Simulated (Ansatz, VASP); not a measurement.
This is a calculation of HfB for VASP 6.6.1.

Contents of INCAR:

```
SYSTEM = HfB
PREC = Accurate ; ENCUT = 600
EDIFF = 1E-6 ; ISMEAR = -1
SIGMA = 0.05 ; LREAL = .FALSE.
LASPH = .TRUE. ; NELM = 80
ALGO = Normal ; ISIF = 3
LWAVE = .FALSE. ; LCHARG = .FALSE.
GGA = RE ; IVDW = 13
IBRION = 2 ; NSW = 60
EDIFFG = -0.01
```

The input KPOINTS:

```
regular mesh
0
G
  10 10 10
  0 0 0
```

POSCAR

```
HfB
1.0
    0.0000000000      2.3100000000      2.3100000000
    2.3100000000      0.0000000000      2.3100000000
    2.3100000000      2.3100000000      0.0000000000
Hf B
1 1
Direct
    0.5000000000      0.5000000000      0.5000000000
    0.0000000000      0.0000000000      0.0000000000
```

Potentials or basis: VASP PAW PBE potentials, release 64 (Hf_pv, B).

Launch:

```bash
$ cat potpaw_PBE.64/Hf_pv/POTCAR potpaw_PBE.64/B/POTCAR > POTCAR
$ mpirun -np 1 vasp_std > vasp.out
```

Problem. Translate it to Ansatz 0.2.0. Potentials there: Ansatz PAW.

Solution. As run (the cutoff follows the program's own potentials):

The input input.yaml:

```yaml
crystal:
  lattice:
    - [0.0, 2.31, 2.31]
    - [2.31, 0.0, 2.31]
    - [2.31, 2.31, 0.0]
  atoms:
    - { symbol: Hf, position: [0.5, 0.5, 0.5] }
    - { symbol: B, position: [0.0, 0.0, 0.0] }
hamiltonian:
  xc: revpbe
  pseudopotentials: { kind: paw }
  dispersion: d4
kpoints:
  mp_grid: { grid: [10, 10, 10] }
scf:
  occupations: { method: fermi_dirac, width: 0.05 }
output:
  forces: true
  stress: true
  eigenvalues: true
relax:
  f_tol: 0.01
  max_steps: 40
  cell: { stress_tol: 0.05 }
```

Potentials or basis: Ansatz PAW.

Run with:

```sh
$ ansatz run input.yaml --threads 2 --pin off --max-ram 5632MiB --backend cpu --events-out ev --progress --plain --runs-dir out
```

Both were run:

|  | VASP | Ansatz | Ansatz less VASP |
| --- | --- | --- | --- |
| gap on the k mesh at the Fermi level, each at its own relaxed structure (eV) | none | none | - |
| relaxed volume (Å³/atom) | 13.78 | 13.77 | -0.007 |
| relaxed cell length with the largest relative difference (Å) | 3.390 | 3.390 | -0.0006 |

VASP's potentials were made for PBE, not for revPBE. A gap of «none» marks a metal or a gap that the smearing closes. VASP's potentials hold 13 valence electrons a cell and Ansatz's 29, so a difference there can come from the potentials and not from the codes.

Neither program's run includes spin-orbit coupling. Noted on Ansatz's run: the plane-wave basis is chosen anew once the cell has moved, so the energies of steps on either side of that aren't comparable.
